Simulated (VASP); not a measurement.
Here is a VASP 6.6.1 calculation.

The input INCAR:

```
SYSTEM = Mg16HO16
ALGO = Normal
EDIFF = 1E-6
ENCUT = 520
GGA = PE
GGA_COMPAT = .FALSE.
ISIF = 2
ISMEAR = -1
LASPH = .TRUE.
LCHARG = .FALSE.
LREAL = Auto
LWAVE = .FALSE.
NBANDS = 86
NELECT = 128.0
NELM = 120
PREC = Accurate
SIGMA = 0.01
```

The input KPOINTS:

```
k-points
0
G
  1 1 1
  0 0 0
```

POSCAR

```
Mg16HO16
1.0
   -4.2543812300      4.2543812300      4.2543812300
    4.2543812300     -4.2543812300      4.2543812300
    4.2543812300      4.2543812300     -4.2543812300
Mg O H
16 16 1
Direct
   -0.0015529320     -0.0014063126      0.0012916276
    0.0016958227      0.2486327515      0.7548483631
    0.0016682548      0.5002069696      0.5029074004
   -0.0015797991      0.7469881857      0.2532133846
    0.2484899601      0.0018386446      0.7548479676
    0.2225381730      0.2226764459      0.4899266428
    0.2436309966      0.5002016832      0.2483746665
    0.2532649584      0.7517732962      0.0064196427
    0.5000614074      0.0018110524      0.5029057267
    0.5000563930      0.2437730516      0.2483730879
    0.5000553919      0.5002007929      0.0012479740
    0.5000770799      0.7776999299      0.7674526354
    0.7468442478     -0.0014351368      0.2532107925
    0.7516279183      0.2534072284      0.0064194085
    0.7775515636      0.5002181505      0.7674478082
    0.7564838331      0.7566307131      0.5048050517
   -0.0046212972     -0.0044770877      0.5023801319
   -0.0007264095      0.2482711449      0.2528984953
    0.0047274201      0.5002015753      0.0070589409
    0.0008380467      0.7490569185      0.7536811725
    0.2481269840     -0.0005833326      0.2528974484
    0.2515751555      0.2517202253      0.0059882835
    0.2545928645      0.5001985352      0.7483379450
    0.2512093352      0.7521288133      0.5048340502
    0.5000572427      0.0048730050      0.0070608113
    0.5000457840      0.2547297257      0.7483320673
    0.5000515115      0.5001994895      0.5026310985
    0.5000560727      0.7486839877      0.2544706564
    0.7489159435      0.0009871480      0.7536844511
    0.7519834835      0.2513558749      0.5048337187
    0.7485391422      0.5001997454      0.2544705502
    0.7455171747      0.7456676413     -0.0061951966
    0.4999838469      0.5001353842      0.6359086472
```

Potentials or basis: VASP PAW PBE potentials, release 64 (Mg, O, H).

The run is started by

```bash
$ cat potpaw_PBE.64/Mg/POTCAR potpaw_PBE.64/O/POTCAR potpaw_PBE.64/H/POTCAR > POTCAR
$ mpirun -np 1 vasp_gam > vasp.out
```

Question: What does it give for the largest force?

Answer: 0.131 eV/Å.

Forces in eV/Å, atoms in the order of the input:
```
Mg   0.000  0.000  0.007
Mg  -0.001 -0.002 -0.003
Mg   0.000 -0.007  0.000
Mg  -0.001  0.002  0.002
Mg  -0.002  0.000 -0.003
Mg  -0.003 -0.004 -0.017
Mg  -0.003 -0.001  0.003
Mg   0.002 -0.002  0.000
Mg  -0.007  0.000  0.000
Mg  -0.001 -0.003  0.003
Mg   0.004  0.004 -0.005
Mg   0.018 -0.004  0.003
Mg   0.003  0.000  0.001
Mg  -0.002  0.003  0.001
Mg  -0.004  0.017  0.003
Mg  -0.003 -0.003  0.001
O   -0.002 -0.002 -0.002
O   -0.001  0.005 -0.001
O   -0.001  0.001  0.002
O   -0.001  0.001 -0.005
O    0.006 -0.001 -0.001
O    0.002  0.002  0.002
O   -0.006  0.002  0.005
O    0.001  0.006  0.002
O    0.001 -0.001  0.002
O    0.002 -0.005  0.006
O   -0.076 -0.076  0.076
O   -0.001  0.002 -0.002
O    0.000 -0.001 -0.006
O    0.006  0.001  0.001
O    0.002 -0.002 -0.002
O   -0.006 -0.005 -0.003
H    0.074  0.073 -0.072
```

Caveat: the k points lie up to 1.04 Å⁻¹ apart, too coarse for converged energies, forces and pressures; the cell carries a net charge on a neutralising background, which shifts energy and pressure.
